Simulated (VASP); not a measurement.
# HfB2: single point with LDA

The system is HfB2.

```xyz
3
Lattice="3.0759 0.0000 0.0000 -1.5380 2.6638 0.0000 0.0000 0.0000 3.4090" Properties=species:S:1:pos:R:3 pbc="T T T"
Hf    0.0000    0.0000    0.0000
B     1.5380    0.8879    1.7045
B     0.0000    1.7759    1.7045
```

This cell differs from its parent crystal: volume scaled by 0.94.

```yaml
Program: VASP 6.6.1
Task: single point
Functional: LDA
Potentials_or_basis: VASP PAW LDA potentials, release 64 (Hf_pv, B)
Cutoff: 520 eV
k_mesh: 10 × 10 × 8
Occupations: fermi-dirac, width 0.05 eV
Spin: no spin polarisation
Dipole_correction: no
Further_INCAR_settings: ALGO = Normal; EDIFF = 1e-06; NBANDS = 15
```

The pressure is 7.1 GPa. The band gap on the k mesh is zero (band 8 reaches 8.76 eV, above the bottom of band 9 at 7.88 eV).

Stress tensor (GPa, compression positive):
```
7.55 0.00 0.00
0.00 7.55 0.00
0.00 0.00 6.18
```

Levels at points of the mesh, in eV from the Fermi level:
```csv
k point,band 4,band 5,band 6,band 7,band 8,band 9,band 10,band 11,band 12,band 13
"(0.00, 0.00, 0.00)",-13.76,-3.03,-2.87,-2.87,-2.52,4.40,4.40,5.07,5.07,5.45
"(0.50, 0.00, 0.00)",-9.83,-8.73,-4.20,-3.31,-2.91,2.44,3.00,6.18,6.23,6.99
"(0.00, 0.00, 0.50)",-11.03,-8.38,-1.04,-1.04,0.45,0.45,1.14,1.14,2.46,5.44
"(0.50, 0.00, 0.50)",-10.35,-7.29,-5.03,-4.76,-2.28,4.58,4.65,6.82,7.93,7.98
```

It took 16 s on 1 thread of Intel(R) Xeon(R) Platinum 8375C CPU @ 2.90GHz (Ice Lake), with other jobs on the host, peak memory 0.15 GiB.

Caveat: spin-orbit coupling is left out, which moves the levels of the heavy elements.
